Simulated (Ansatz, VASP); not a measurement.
## CdSe in VASP and in Ansatz

Contents of INCAR:

```
PREC = Accurate
ENCUT = 520
EDIFF = 1E-7
ISMEAR = -1
SIGMA = 0.08
LREAL = False
LASPH = True
NELM = 100
ALGO = Normal
ISIF = 2
LWAVE = False
LCHARG = False
GGA = PS
NBANDS = 16
```

Contents of KPOINTS:

```
regular mesh
0
Gamma
  11 11 11
```

The input POSCAR:

```
CdSe
1.0
    0.0000000000      2.8229767681      2.8229767681
    2.8229767681      0.0000000000      2.8229767681
    2.8229767681      2.8229767681      0.0000000000
Cd Se
1 1
Direct
    0.0000000000      0.0000000000      0.0000000000
    0.2500000000      0.2500000000      0.2500000000
```

Input for Ansatz:

```yaml
crystal:
  lattice:
    - [0.0, 2.8229767681, 2.8229767681]
    - [2.8229767681, 0.0, 2.8229767681]
    - [2.8229767681, 2.8229767681, 0.0]
  atoms:
    - { symbol: Cd, position: [0.0, 0.0, 0.0] }
    - { symbol: Se, position: [0.25, 0.25, 0.25] }
kpoints:
  mp_grid: { grid: [11, 11, 11] }
scf:
  occupations: { method: fermi_dirac, width: 0.08 }
hamiltonian:
  xc: pbesol
  pseudopotentials: { kind: all_electron, lapw: { basis_error: 0.001 } }
output:
  forces: true
  stress: true
  eigenvalues: true
  populations: true
```

Change from the starting cell: volume scaled by 0.8, LAPW.

Alike in both runs: task single point; functional PBEsol; k mesh 11 × 11 × 11; occupations fermi-dirac, width 0.08 eV; no spin polarisation.

```csv
,VASP,Ansatz
version,VASP 6.6.1,Ansatz 0.2.0
potentials or method,"VASP PAW PBE potentials, release 64 (Cd, Se), cutoff 520 eV","all-electron LAPW, scalar-relativistic"
```

|  | VASP | Ansatz | Ansatz less VASP |
| --- | --- | --- | --- |
| pressure (GPa) | 20.5 | 19.6 | -0.85 |

VASP's potentials were made for PBE, not for PBEsol. Ansatz ran all-electron here, and VASP with PAW potentials.
